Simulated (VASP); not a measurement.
Runs of VASP 6.6.1 on Yb. The structure is that of space group P6_3/mmc (No. 194), or close to it. The cells are those of the table. This isn't the form of Yb at room conditions, which is fcc.

| fixed moment (μB) | cell | k mesh | gap on the mesh (eV) | pressure (GPa) | moment (μB) |
| --- | --- | --- | --- | --- | --- |
| - | a = 3.880, b = 3.880, c = 6.386 Å, angles 90.0, 90.0, 120.0°, 2 atoms | 8 × 8 × 4 | none | (a) | (b) |
| 2.5 | a = 3.880, b = 3.880, c = 6.386 Å, angles 90.0, 90.0, 120.0°, 2 atoms | 7 × 7 × 4 | - | -2.6 | 2.50 |
| 3.0 | a = 3.880, b = 3.880, c = 6.386 Å, angles 90.0, 90.0, 120.0°, 2 atoms | 7 × 7 × 4 | - | -2.9 | 3.00 |
| 4.0 | a = 3.880, b = 3.880, c = 6.386 Å, angles 90.0, 90.0, 120.0°, 2 atoms | 7 × 7 × 4 | - | -2.8 | 4.00 |
| - | a = 3.956, b = 3.956, c = 6.511 Å, angles 90.0, 90.0, 120.0°, 2 atoms | 8 × 8 × 4 | none | -1.1 | 0.02 |

Alike in all rows: task single point; level PBE; potentials or basis VASP PAW PBE potentials, release 64 (Yb); spin collinear, ferromagnetic start; cutoff (eV) 520; smearing fermi-dirac 0.05 eV.

Question: Fill in the values left out.

Answer: (a) -2.5; (b) 0.00.

Caveats: spin-orbit coupling is left out, which moves the levels of the heavy elements; the total moment is fixed, so each spin has its own Fermi level and the state may be an excited one (at least some runs).

A k mesh can miss the band edges, and the runs leave out spin-orbit coupling on Yb.

A gap of «none» marks levels without a gap at the run's occupations.
